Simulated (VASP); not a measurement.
Runs of VASP 6.6.1 on Mn3Si. The structure is that of space group Fm-3m (No. 225), or close to it. The cells are those of the table. 

| spin | cell | gap on the mesh (eV) | pressure (GPa) | moment (μB) |
| --- | --- | --- | --- | --- |
| off | a = 4.046 Å, angles 60.0°, 4 atoms | none | -30.4 | - |
| off | a = 3.991 Å, angles 60.0°, 4 atoms | none | -23.3 | - |
| collinear, ferromagnetic start | a = 3.756 Å, angles 60.0°, 4 atoms | none | 34.7 | (b) |
| off | a = 3.935 Å, angles 60.0°, 4 atoms | none | (c) | - |
| off | a = 4.177 Å, angles 60.0°, 4 atoms | none | -41.7 | - |
| collinear, ferromagnetic start | a = 3.848 Å, angles 60.0°, 4 atoms | none | (a) | 1.42 |
| off | a = 3.756 Å, angles 60.0°, 4 atoms | none | 32.4 | - |
| off | a = 4.099 Å, angles 60.0°, 4 atoms | none | -35.9 | - |

Alike in all rows: task single point; level LDA; potentials or basis VASP PAW LDA potentials, release 64 (Mn_pv, Si); k mesh 10 × 10 × 10; cutoff (eV) 520; smearing fermi-dirac 0.05 eV.

Question: Fill in the values left out.

Answer: (a) 8.1; (b) 1.20; (c) -14.1.

Caveats: the cell stands under tension (at least some runs); the cell stands under pressure (at least some runs).

A gap of «none» marks levels without a gap at the run's occupations.
